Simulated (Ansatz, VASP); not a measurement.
## HfN in VASP and in Ansatz

```
Hf N
1.0
     0.00000    2.29502    2.29502
     2.29502    0.00000    2.29502
     2.29502    2.29502    0.00000
Hf N
1 1
Direct
  0.00000 0.00000 0.00000
  0.50000 0.50000 0.50000
```

Alike in both runs: task single point; functional PBEsol; k mesh 16 × 16 × 16; occupations gaussian, width 0.1 eV; no spin polarisation.

|  | VASP | Ansatz |
| --- | --- | --- |
| version | VASP 6.6.1 | Ansatz 0.2.0 |
| potentials or method | VASP PAW PBE potentials, release 64 (Hf_pv, N), cutoff 520 eV | scalar-relativistic, plane waves, PAW |
| valence electrons in the cell | 15 | 31 |

|  | VASP | Ansatz | Ansatz less VASP |
| --- | --- | --- | --- |
| gap on the k mesh at the Fermi level (eV) | none | none | - |
| pressure (GPa) | -16.7 | -14.7 | +2.06 |

VASP's potentials were made for PBE, not for PBEsol. A gap of «none» marks a metal or a gap that the smearing closes. The functional is the same, so the differences come from potentials, cutoffs and numerics. VASP's potentials hold 15 valence electrons a cell and Ansatz's 31, so a difference there can come from the potentials and not from the codes.

Spin-orbit coupling is off throughout.
